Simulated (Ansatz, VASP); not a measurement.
## One calculation of BN, two programs

```
B N
1.0
     2.50245    0.00000    0.00000
    -1.25123    2.16719    0.00000
     0.00000    0.00000    4.21254
B N
2 2
Direct
  0.33333 0.66667 0.99981
  0.66667 0.33333 0.49981
  0.33333 0.66667 0.37419
  0.66667 0.33333 0.87419
```

Change from the starting cell: strained cell.

Alike in both runs: task relaxation of the atoms; functional PBEsol; k mesh 9 × 9 × 6; occupations gaussian, width 0.02 eV; no spin polarisation.

```csv
,VASP,Ansatz
version,VASP 6.6.1,Ansatz 0.2.0
potentials or method,"VASP PAW PBE potentials, release 64 (B, N), cutoff 520 eV","scalar-relativistic, plane waves, PAW"
valence electrons in the cell,16,16
```

VASP gave:

- gap on the k mesh at the Fermi level, each at its own relaxed structure (eV): 4.78

Question: Which values does Ansatz return?

Answer: gap on the k mesh at the Fermi level, each at its own relaxed structure (eV): 4.80.

VASP's potentials were made for PBE, not for PBEsol, and Ansatz warns of the same on its side. Ansatz's warnings: stress scf threshold loose.
